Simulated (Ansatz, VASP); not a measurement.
Si4O in VASP and in Ansatz

INCAR

```
SYSTEM = Si4O
PREC = Accurate ; ENCUT = 520
EDIFF = 1E-6 ; ISMEAR = 0
SIGMA = 0.05 ; LREAL = .FALSE.
LASPH = .TRUE. ; NELM = 150
ALGO = Normal ; ISIF = 2
LWAVE = .FALSE. ; LCHARG = .TRUE.
ISPIN = 2 ; MAGMOM = 0 0 0 0 2
LORBIT = 11 ; LDIPOL = .TRUE.
IDIPOL = 3 ; DIPOL = 0.5 0.5 0.329
GGA = PE ; IVDW = 12
LELF = .TRUE. ; LVHAR = .TRUE.
LVACPOTAV = .TRUE. ; NBANDS = 23
```

Contents of KPOINTS:

```
regular mesh
0
G
  7 7 1
  0 0 0
```

The input POSCAR:

```
Si4O
1.0
    3.8333442603      0.0000000000      0.0000000000
    0.0000000000      3.8333442603      0.0000000000
    0.0000000000      0.0000000000     21.2034818054
Si O
4 1
Direct
    0.0000000000      0.5000000000      0.1886482624
    0.0000000000      0.0000000000      0.2525666261
    0.5000000000      0.0000000000      0.3191936744
    0.5000000000      0.5000000000      0.3821769405
    1.0000000000      0.6250000000      0.5000821046
```

Input for Ansatz:

```yaml
crystal:
  lattice:
    - [3.8333442603, 0.0, 0.0]
    - [0.0, 3.8333442603, 0.0]
    - [0.0, 0.0, 21.2034818054]
  atoms:
    - { symbol: Si, position: [0.0, 0.5, 0.1886482624] }
    - { symbol: Si, position: [0.0, 0.0, 0.2525666261] }
    - { symbol: Si, position: [0.5, 0.0, 0.3191936744] }
    - { symbol: Si, position: [0.5, 0.5, 0.3821769405] }
    - { symbol: O, position: [1.0, 0.625, 0.5000821046], spin: 2.0 }
basis:
  ecutwfc: 420
kpoints:
  mp_grid: { grid: [7, 7, 1] }
hamiltonian:
  xc: pbe
  pseudopotentials: { kind: paw, azcp: { folder: soft_1 } }
  dispersion: d3bj
scf:
  occupations: { method: gaussian, width: 0.05 }
output:
  forces: true
  eigenvalues: true
  populations: true
magnetization:
  spin_polarized: true
efield:
  axis: 3
  dipole_correction: true
  ramp_width: 0.04
```

Alike in both runs: task single point; functional PBE; dispersion D3(BJ); k mesh 7 × 7 × 1; occupations gaussian, width 0.05 eV; collinear spin.

```csv
,VASP,Ansatz
version,VASP 6.6.1,Ansatz 0.2.0
potentials or method,"VASP PAW PBE potentials, release 64 (Si, O), cutoff 520 eV","scalar-relativistic, plane waves, PAW"
valence electrons in the cell,22,22
```

Ansatz gave:

| Quantity | Value |
| --- | --- |
| gap on the k mesh at the Fermi level (eV) | none |
| rms of the force components (eV/Å) | 0.422 |
| net moment per atom (μB) | 0.30 |
| size of the moment on the site where the two differ most (μB) | 1.65 |
| work function, face that differs most (eV) | 7.54 |

Problem. Estimate VASP's values.

Solution. gap on the k mesh at the Fermi level (eV): none; rms of the force components (eV/Å): 0.422; net moment per atom (μB): 0.30; size of the moment on the site where the two differ most (μB): 1.32; work function, face that differs most (eV): 7.54.

Site moments also hang on the region over which each program counts them. Atom by atom the forces differ by 0.002 eV/Å (rms over components). A gap of «none» marks a metal or a gap that the smearing closes.
